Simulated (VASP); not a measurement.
YCdC4N4: single point with PBE

YCdC4N4:

```
CELL_PARAMETERS angstrom
6.65422 0.00000 0.00000
0.00000 6.65422 0.00000
0.00000 0.00000 6.65422
ATOMIC_POSITIONS crystal
Y 0.00000 0.00000 0.00000
Cd 0.50000 0.50000 0.50000
C 0.20916 0.20916 0.20916
C 0.20916 0.79084 0.79084
C 0.79084 0.20916 0.79084
C 0.79084 0.79084 0.20916
N 0.31086 0.31086 0.31086
N 0.31086 0.68914 0.68914
N 0.68914 0.31086 0.68914
N 0.68914 0.68914 0.31086
```

| Item | Value |
| --- | --- |
| Program | VASP 6.6.1 |
| Task | single point |
| Functional | PBE |
| Potentials or basis | VASP PAW PBE potentials, release 64 (Y_sv, Cd, C, N) |
| Cutoff | 520 eV |
| k mesh | 4 × 4 × 4 |
| Occupations | gaussian, width 0.1 eV |
| Spin | no spin polarisation |
| Dipole correction | no |
| Further INCAR settings | ALGO = Normal; EDIFF = 1e-06; NBANDS = 40 |

```json
{
  "Pressure": "0.5 GPa",
  "Largest force": "0.388 eV/Å",
  "Band gap on the k mesh": "zero (an odd number of electrons rules out a gap without spin polarisation)"
}
```

Forces on the atoms (eV/Å):
```
Y    0.000  0.000  0.000
Cd   0.000  0.000  0.000
C   -0.224 -0.224 -0.224
C   -0.224  0.224  0.224
C    0.224 -0.224  0.224
C    0.224  0.224 -0.224
N    0.172  0.172  0.172
N    0.172 -0.172 -0.172
N   -0.172  0.172 -0.172
N   -0.172 -0.172  0.172
```

Levels at points of the mesh, in eV from the Fermi level:
```
           k point  band 25  band 26  band 27  band 28  band 29  band 30  band 31  band 32  band 33  band 34
(0.00, 0.00, 0.00)    -5.73    -5.73    -5.22    -5.22    -5.22     0.03     0.03     0.38     0.38     0.38
(0.50, 0.00, 0.00)    -5.73    -5.73    -5.50    -5.29    -5.29     0.01     0.07     0.47     0.70     0.70
(0.50, 0.50, 0.00)    -5.73    -5.62    -5.60    -5.30    -5.30    -0.05     0.19     0.69     0.69     0.81
(0.50, 0.50, 0.50)    -5.67    -5.67    -5.30    -5.30    -5.30     0.12     0.12     0.62     0.62     0.62
```

Run time: 4.7 min on 1 thread of Intel Xeon 8259CL, on a shared host, peak memory 0.4 GiB.

Caveat: an odd number of electrons without spin polarisation forces a metal; a magnetic or distorted state may lie lower.
